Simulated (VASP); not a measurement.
# NbH2 (Fm-3m) in VASP: further runs

The runs below take NbH2 through electric field gradients, density of states, with LDA.

Program: VASP 6.6.1. These are calculated values, not measurements. Logs are shortened: lines on timing, memory, paths and dates and some standing lists are left out, and cuts for length are marked.

## (1) The cell of the first run

Symmetry: Fm-3m, No. 225, cubic system. Conventional cell: a = 4.563 Å, b = 4.563 Å, c = 4.563 Å, α = 90.00°, β = 90.00°, γ = 90.00°. Nb (site symmetry m-3m) has 8 H at 1.98 Å within 2.6 Å. H (site symmetry -43m) has 4 Nb at 1.98 Å and 6 H at 2.28 Å within 2.6 Å.

## (2) Electric field gradients, LDA

The input, INCAR:

```
SYSTEM = NbH2
PREC = Accurate
ENCUT = 520
EDIFF = 1E-8
ISMEAR = -1
SIGMA = 0.03
LREAL = .False.
LASPH = .True.
NELM = 60
ALGO = Normal
ISIF = 2
LWAVE = .False.
LCHARG = .False.
LEFG = .True.
NBANDS = 14
```

The input, KPOINTS:

```
Automatic mesh
0
Gamma
  15 15 15
  0 0 0
```

The input, POSCAR:

```
NbH2
1.0
    0.0000000000      2.2815000000      2.2815000000
    2.2815000000      0.0000000000      2.2815000000
    2.2815000000      2.2815000000      0.0000000000
Nb H
1 2
Direct
    0.0000000000      0.0000000000      0.0000000000
    0.2500000000      0.2500000000      0.2500000000
    0.7500000000      0.7500000000      0.7500000000
```

Potentials or basis: VASP PAW LDA potentials, release 64 (Nb_sv, H).

Run with:

```bash
$ cat potpaw_LDA.64/Nb_sv/POTCAR potpaw_LDA.64/H/POTCAR > POTCAR
$ mpirun -np 1 vasp_std > vasp.out
```

OUTCAR:

```text
SYSTEM = NbH2
   PREC = Accurate
   ENCUT = 520
   EDIFF = 1E-8
   ISMEAR = -1
   LREAL = .False.
   LASPH = .True.
   NELM = 60
   ISIF = 2

 ion  position               nearest neighbor table
   1  0.000  0.000  0.000-
   2  0.250  0.250  0.250-
   3  0.750  0.750  0.750-

  LATTYP: Found a face centered cubic cell.
 ALAT       =     4.5630000000

  Lattice vectors:

 A1 = (   0.0000000000,   2.2815000000,   2.2815000000)
 A2 = (   2.2815000000,   0.0000000000,   2.2815000000)
 A3 = (   2.2815000000,   2.2815000000,   0.0000000000)

Analysis of symmetry for initial positions (statically):
=====================================================================
 Subroutine PRICEL returns:
 Original cell was already a primitive cell.

 Routine SETGRP: Setting up the symmetry group for a
 face centered cubic supercell.

 Subroutine GETGRP returns: Found 48 space group operations
 (whereof 48 operations were pure point group operations)
 out of a pool of 48 trial point group operations.

The static configuration has the point symmetry O_h .

Analysis of symmetry for dynamics (positions and initial velocities):
=====================================================================
 Subroutine PRICEL returns:
 Original cell was already a primitive cell.

 Routine SETGRP: Setting up the symmetry group for a
 face centered cubic supercell.

 Subroutine GETGRP returns: Found 48 space group operations
 (whereof 48 operations were pure point group operations)
 out of a pool of 48 trial point group operations.

The dynamic configuration has the point symmetry O_h .

 Subroutine INISYM returns: Found 48 space group operations
 (whereof 48 operations are pure point group operations),
 and found     1 'primitive' translations

----------------------------------------------------------------------------------------

                                     Primitive cell

  volume of cell :      23.7515

  direct lattice vectors                    reciprocal lattice vectors
     0.000000000  2.281500000  2.281500000    -0.219154065  0.219154065  0.219154065
     2.281500000  0.000000000  2.281500000     0.219154065 -0.219154065  0.219154065
     2.281500000  2.281500000  0.000000000     0.219154065  0.219154065 -0.219154065

  length of vectors
     3.226528243  3.226528243  3.226528243     0.379585976  0.379585976  0.379585976

  position of ions in fractional coordinates (direct lattice)
     0.000000000  0.000000000  0.000000000
     0.250000000  0.250000000  0.250000000
     0.750000000  0.750000000  0.750000000

  ion indices of the primitive-cell ions
   primitive index   ion index
                 1           1
                 2           2
                 3           3

----------------------------------------------------------------------------------------

 KPOINTS: Automatic mesh

Automatic generation of k-mesh.
 Grid dimensions read from file:
 generate k-points for:   15   15   15

 Generating k-lattice:

  Cartesian coordinates                     Fractional coordinates (reciprocal lattice)
    -0.014610271  0.014610271  0.014610271     0.066666667  0.000000000  0.000000000
     0.014610271 -0.014610271  0.014610271     0.000000000  0.066666667  0.000000000
     0.014610271  0.014610271 -0.014610271     0.000000000  0.000000000  0.066666667

  Length of vectors
     0.025305732  0.025305732  0.025305732

  Shift w.r.t. Gamma in fractional coordinates (k-lattice)
     0.000000000  0.000000000  0.000000000

 Subroutine IBZKPT returns following result:
 ===========================================

 Found    120 irreducible k-points:
[... 36 lines left out ...]
 SYSTEM =  NbH2
   PREC   = accura    normal or accurate (medium, high low for compatibility)
   ISTART =      0    job   : 0-new  1-cont  2-samecut
   ICHARG =      2    charge: 1-file 2-atom 10-const
   ISPIN  =      1    spin polarized calculation?
   LNONCOLLINEAR =      F non collinear calculations
   LSORBIT =      F    spin-orbit coupling
   LASPH  =      T    aspherical Exc in radial PAW
   ENCUT  =  520.0 eV  38.22 Ry    6.18 a.u.   6.00  6.00  6.00*2*pi/ulx,y,z
   NELM   =     60;   NELMIN=  2; NELMDL= -5     # of ELM steps
   EDIFF  = 0.1E-07   stopping-criterion for ELM
   LREAL  =      F    real-space projection
   EDIFFG = 0.1E-06   stopping-criterion for IOM
   NSW    =      0    number of steps for IOM
   IBRION =     -1    ionic relax: 0-MD 1-quasi-New 2-CG
   NFREE  =      0    steps in history (QN), initial steepest desc. (CG)
   ISIF   =      2    stress and relaxation
   ISYM   =      2    0-nonsym 1-usesym 2-fastsym
   POTIM  = 0.5000    time-step for ionic-motion
   TEBEG  =    0.0;   TEEND  =   0.0 temperature during run
   PSTRESS=    0.0 pullay stress
   NELECT =      15.0000    total number of electrons
   NUPDOWN=      -1.0000    fix difference up-down
   EMIN   =  10.00;   EMAX   =-10.00  energy-range for DOS
   EFERMI =   0.00;   METHOD = LEGACY
   ISMEAR =    -1;   SIGMA  =   0.03  broadening in eV -4-tet -1-fermi 0-gaus
   EFERMI_NEDOS =   21; number of points for ismear=-14 and -15
   IALGO  =     38    algorithm
   IMIX   =      4    mixing-type and parameters
     AMIX     =   0.40;   BMIX     =  1.00
     AMIX_MAG =   1.60;   BMIX_MAG =  1.00
  volume/ion in A,a.u.               =       7.92        53.43
  Fermi-wavevector in a.u.,A,eV,Ry     =   1.404564  2.654241 26.841563  1.972799
  Thomas-Fermi vector in A             =   2.527113
   LORBIT       =      0    0 simple, 1 ext, 2 COOP (PROOUT), +10 PAW based schemes
   GGA     = CA    functional components
   LHFCALC =     F    Hartree Fock is set to
   AEXX    =    0.0000 exact exchange contribution
   IVDW    =     0    specifies the selected vdW correction
   LEPSILON=     F    determine dielectric tensor
   LRPA    =     F    only Hartree local field effects (RPA)
 non-spin polarized calculation
  energy-cutoff  :      520.00
  volume of cell :       23.75
 maximum number of plane-waves:       652
   NGX = 11   NGY = 11   NGZ = 11

 number of electron      15.0000000 magnetization

 Free energy of the ion-electron system (eV)
  ---------------------------------------------------
  ext. energy  EPLUGINS =         0.00000000
  ---------------------------------------------------
  free energy    TOTEN  =       -19.25819534 eV

  energy without entropy =      -19.25497526  energy(sigma->0) =      -19.25658530

 E-fermi :   9.7729     XC(G=0): -12.2414

 val. band max:        9.7678890121   @ k =  -0.4667   0.2667   0.1333
 cond. band min:       9.7745538413   @ k =  -0.4000   0.2667   0.0667
 fundamental gap:      0.0066648292
 Fermi energy:         9.7729172850

 k-point     1 :       0.0000    0.0000    0.0000
  band No.  band energies     occupation
      1     -45.3166      2.00000
      2     -21.2510      2.00000
      3     -21.2510      2.00000
      4     -21.2510      2.00000
      5      -0.8433      2.00000
      6       8.4016      2.00000
      7       8.4016      2.00000
      8       8.4016      2.00000
      9       8.7764      2.00000
     10      11.0207      0.00000
     11      11.0207      0.00000
     12      22.1956      0.00000
     13      23.1212      0.00000
     14      23.1212      0.00000
[... 377 lines left out ...]
      1     -45.2859      2.00000
      2     -21.4558      2.00000
      3     -21.3096      2.00000
      4     -21.3053      2.00000
      5       0.2046      2.00000
      6       5.0909      2.00000
      7       8.9769      2.00000
      8       9.0234      2.00000
      9       9.9088      0.02133
     10      11.3434      0.00000
     11      13.2223      0.00000
     12      19.5133      0.00000
     13      23.3754      0.00000
     14      23.5597      0.00000

 [... further k-points ...]

------------------------ aborting loop because EDIFF is reached ----------------------------------------

  FORCE on cell =-STRESS in cart. coord.  units (eV):
  Direction    XX          YY          ZZ          XY          YZ          ZX
  --------------------------------------------------------------------------------------
  -------------------------------------------------------------------------------------
  Total       -1.2334903     -1.2334903     -1.2334903     -0.0000000     -0.0000000      0.0000000
  in kB      -83.2060494    -83.2060494    -83.2060494     -0.0000000     -0.0000000      0.0000000
  external PRESSURE =     -83.2060494 kB  Pullay stress =       0.0000000 kB

 VOLUME and BASIS-vectors are now :
 -----------------------------------------------------------------------------
  energy-cutoff  :      520.00
  volume of cell :       23.75
      direct lattice vectors                 reciprocal lattice vectors
     0.000000000  2.281500000  2.281500000    -0.219154065  0.219154065  0.219154065
     2.281500000  0.000000000  2.281500000     0.219154065 -0.219154065  0.219154065
     2.281500000  2.281500000  0.000000000     0.219154065  0.219154065 -0.219154065

 POSITION                                       TOTAL-FORCE (eV/Angst)
 -----------------------------------------------------------------------------------
      0.00000      0.00000      0.00000         0.000000      0.000000     -0.000000
      1.14075      1.14075      1.14075        -0.000000     -0.000000      0.000000
      3.42225      3.42225      3.42225        -0.000000     -0.000000     -0.000000
 -----------------------------------------------------------------------------------
    total drift:                               -0.000000      0.000000      0.000000

  FREE ENERGIE OF THE ION-ELECTRON SYSTEM (eV)
  ---------------------------------------------------
  free  energy   TOTEN  =       -19.2581953421 eV

  energy  without entropy=      -19.2549752629  energy(sigma->0) =      -19.25658530

 Electric field gradients (V/A^2)
---------------------------------------------------------------------
 ion       V_xx      V_yy      V_zz      V_xy      V_xz      V_yz
---------------------------------------------------------------------
   1       0.000    -0.000     0.000    -0.000    -0.000    -0.000
   2       0.000    -0.000    -0.000    -0.001    -0.001    -0.001
   3       0.000    -0.000    -0.000    -0.001    -0.001    -0.001
---------------------------------------------------------------------

 Electric field gradients after diagonalization (V/A^2)
 (convention: |V_zz| > |V_xx| > |V_yy|)
----------------------------------------------------------------------
 ion       V_xx      V_yy      V_zz     asymmetry (V_yy - V_xx)/ V_zz
----------------------------------------------------------------------
   1       0.000     0.000    -0.001       0.000
   2       0.001     0.001    -0.003       0.000
   3       0.001     0.001    -0.003       0.000
----------------------------------------------------------------------

           NMR quadrupolar parameters

 Cq : quadrupolar parameter    Cq=e*Q*V_zz/h
 eta: asymmetry parameters     (V_yy - V_xx)/ V_zz
 Q  : nuclear electric quadrupole moment in mb (millibarn)
----------------------------------------------------------------------
 ion       Cq(MHz)       eta       Q (mb)
----------------------------------------------------------------------
   1      -0.000       0.000       1.000
   2      -0.000       0.000       1.000
   3      -0.000       0.000       1.000
----------------------------------------------------------------------
```

Run time: 34 s. Hardware: 1 thread of Intel Xeon Platinum 8259CL at 2.50GHz (Skylake/Cascade Lake), shared host; peak memory 0.16 GiB.

Results:

```
Free energy : -19.2582 eV
Pressure    : -8.3 GPa
```

Caveat: without QUAD_EFG the Cq values of the log hold for a quadrupole moment of 1 mb, not for the nuclei.

## (3) Density of states, LDA

POSCAR is that of step 2.

The input, INCAR.step1:

```
SYSTEM = NbH2
PREC = Accurate
ENCUT = 520
EDIFF = 1E-6
ISMEAR = -1
SIGMA = 0.03
LREAL = .False.
LASPH = .True.
NELM = 80
ALGO = Normal
ISIF = 2
LWAVE = .False.
LCHARG = .True.
LMAXMIX = 4
GGA = CA
NBANDS = 14
```

The input, KPOINTS.step1:

```
Automatic mesh
0
Gamma
  15 15 15
  0 0 0
```

The input, INCAR.step2:

```
SYSTEM = NbH2
PREC = Accurate
ENCUT = 520
EDIFF = 1E-6
ISMEAR = -5
SIGMA = 0.03
LREAL = .False.
LASPH = .True.
NELM = 80
ALGO = Normal
ISIF = 2
LWAVE = .False.
LCHARG = .False.
LMAXMIX = 4
GGA = CA
LORBIT = 11
NBANDS = 14
NEDOS = 1001
ICHARG = 11
```

The input, KPOINTS.step2:

```
Automatic mesh
0
Gamma
  23 23 23
  0 0 0
```

Potentials or basis: VASP PAW LDA potentials, release 64 (Nb_sv, H).

Run with:

```bash
$ cat potpaw_LDA.64/Nb_sv/POTCAR potpaw_LDA.64/H/POTCAR > POTCAR
$ cp INCAR.step1 INCAR
$ cp KPOINTS.step1 KPOINTS
$ mpirun -np 1 vasp_std > vasp.out
$ cp INCAR.step2 INCAR
$ cp KPOINTS.step2 KPOINTS
$ mpirun -np 1 vasp_std > vasp.out
```

It took 72 s on 1 thread of Intel Xeon Platinum 8259CL at 2.50GHz (Skylake/Cascade Lake), shared host; peak memory 0.23 GiB.

Results (log left out):

```yaml
Valence_electrons_inside_the_program's_atomic_spheres: Nb 10.70; H 0.58
```

Levels at points of the mesh, in eV from the Fermi level:
```
           k point  band 4  band 5  band 6  band 7  band 8  band 9  band 10  band 11  band 12  band 13
(0.00, 0.00, 0.00)  -31.03  -10.62   -1.37   -1.37   -1.37   -1.00     1.24     1.24    12.42    13.35
```

Caveat: tetrahedron occupations give inexact forces and stress in metals.

## (4) Electric field gradients, LDA (volume scaled by 0.96)

The input, INCAR:

```
PREC = Accurate
ENCUT = 520
EDIFF = 1E-8
ISMEAR = -1
SIGMA = 0.03
LREAL = F
LASPH = T
NELM = 60
ALGO = Normal
ISIF = 2
LWAVE = F
LCHARG = F
GGA = CA
LEFG = T
NBANDS = 14
```

The input, KPOINTS:

```
Automatic mesh
0
Gamma
  15 15 15
```

The input, POSCAR:

```
NbH2
1.0
    0.0000000000      2.2506651390      2.2506651390
    2.2506651390      0.0000000000      2.2506651390
    2.2506651390      2.2506651390      0.0000000000
Nb H
1 2
Direct
    0.0000000000      0.0000000000      0.0000000000
    0.2500000000      0.2500000000      0.2500000000
    0.7500000000      0.7500000000      0.7500000000
```

Potentials or basis: VASP PAW LDA potentials, release 64 (Nb_sv, H).

Run with:

```bash
$ cat potpaw_LDA.64/Nb_sv/POTCAR potpaw_LDA.64/H/POTCAR > POTCAR
$ mpirun -np 1 vasp_std > vasp.out
```

OUTCAR:

```text
PREC = Accurate
   ENCUT = 520
   EDIFF = 1E-8
   ISMEAR = -1
   LREAL = F
   LASPH = T
   NELM = 60
   ISIF = 2
   GGA = CA

 ion  position               nearest neighbor table
   1  0.000  0.000  0.000-   3 1.95   3 1.95   3 1.95   2 1.95   2 1.95   2 1.95   3 1.95   2 1.95

   2  0.250  0.250  0.250-   1 1.95   1 1.95   1 1.95   1 1.95
   3  0.750  0.750  0.750-   1 1.95   1 1.95   1 1.95   1 1.95

  LATTYP: Found a face centered cubic cell.
 ALAT       =     4.5013302780

  Lattice vectors:

[... 626 lines left out ...]

  energy  without entropy=      -19.2819284343  energy(sigma->0) =      -19.28349104

 Electric field gradients (V/A^2)
---------------------------------------------------------------------
 ion       V_xx      V_yy      V_zz      V_xy      V_xz      V_yz
---------------------------------------------------------------------
   1       0.000    -0.000     0.000    -0.000    -0.000    -0.000
   2       0.000    -0.000    -0.000    -0.001    -0.001    -0.001
   3       0.000    -0.000    -0.000    -0.001    -0.001    -0.001
---------------------------------------------------------------------

 Electric field gradients after diagonalization (V/A^2)
 (convention: |V_zz| > |V_xx| > |V_yy|)
----------------------------------------------------------------------
 ion       V_xx      V_yy      V_zz     asymmetry (V_yy - V_xx)/ V_zz
----------------------------------------------------------------------
   1       0.000     0.000    -0.000       0.000
   2       0.001     0.001    -0.002       0.000
   3       0.001     0.001    -0.002       0.000
----------------------------------------------------------------------

           NMR quadrupolar parameters

 Cq : quadrupolar parameter    Cq=e*Q*V_zz/h
 eta: asymmetry parameters     (V_yy - V_xx)/ V_zz
 Q  : nuclear electric quadrupole moment in mb (millibarn)
----------------------------------------------------------------------
 ion       Cq(MHz)       eta       Q (mb)
----------------------------------------------------------------------
   1      -0.000       0.000       1.000
   2      -0.000       0.000       1.000
   3      -0.000       0.000       1.000
----------------------------------------------------------------------
```

OSZICAR:

```text
N       E                     dE             d eps       ncg     rms          rms(c)
DAV:   1     0.127399241554E+03    0.12740E+03   -0.77570E+03  3368   0.105E+03
DAV:   2    -0.147607084588E+02   -0.14216E+03   -0.13423E+03  3942   0.393E+02
DAV:   3    -0.203287755664E+02   -0.55681E+01   -0.52243E+01  4900   0.702E+01
DAV:   4    -0.206874449599E+02   -0.35867E+00   -0.35728E+00  4634   0.156E+01
DAV:   5    -0.206968000396E+02   -0.93551E-02   -0.93526E-02  4924   0.232E+00    0.978E+00
DAV:   6    -0.194470823345E+02    0.12497E+01   -0.13435E+00  5412   0.143E+01    0.313E+00
DAV:   7    -0.192888261052E+02    0.15826E+00   -0.35427E-01  5830   0.589E+00    0.779E-01
DAV:   8    -0.192850106412E+02    0.38155E-02   -0.29845E-02  4938   0.222E+00    0.355E-01
DAV:   9    -0.192851795577E+02   -0.16892E-03   -0.28758E-03  5644   0.543E-01    0.811E-02
DAV:  10    -0.192850531376E+02    0.12642E-03   -0.25943E-04  3824   0.139E-01    0.131E-02
DAV:  11    -0.192850546709E+02   -0.15333E-05   -0.20086E-05  4954   0.419E-02    0.826E-03
DAV:  12    -0.192850536918E+02    0.97916E-06   -0.17445E-06  5044   0.176E-02    0.227E-03
DAV:  13    -0.192850536529E+02    0.38895E-07   -0.19671E-07  5206   0.575E-03    0.492E-04
DAV:  14    -0.192850536548E+02   -0.19645E-08   -0.40000E-09  2204   0.581E-04
   1 F= -.19285054E+02 E0= -.19283491E+02  d E =-.312522E-02
```

stdout:

```text
POSCAR found type information on POSCAR NbH
 POSCAR found :  2 types and       3 ions
 scaLAPACK will be used
 LDA part: xc-table for (Slater(with rela. corr.)+CA(PZ))
 , standard interpolation
 POSCAR, INCAR and KPOINTS ok, starting setup
 FFT: planning ... GRIDC
 FFT: planning ... GRID_SOFT
 FFT: planning ... GRID
 WAVECAR not read
 entering main loop
ion   1

ion   2

ion   3
```

Wall time 40 s (1 thread of AMD EPYC 7R13 (Zen 3), shared host); peak memory 0.12 GiB.

Results:

| Quantity | Value |
| --- | --- |
| Free energy | -19.2851 eV |
| Pressure | -1.0 GPa |

Levels at points of the mesh, in eV from the Fermi level:
```
           k point  band 6  band 7  band 8  band 9  band 10  band 11
(0.00, 0.00, 0.00)   -1.44   -1.44   -1.44   -1.06     1.33     1.33
```

Caveat: without QUAD_EFG the Cq values of the log hold for a quadrupole moment of 1 mb, not for the nuclei.

(Continued in part 2 of 2.)
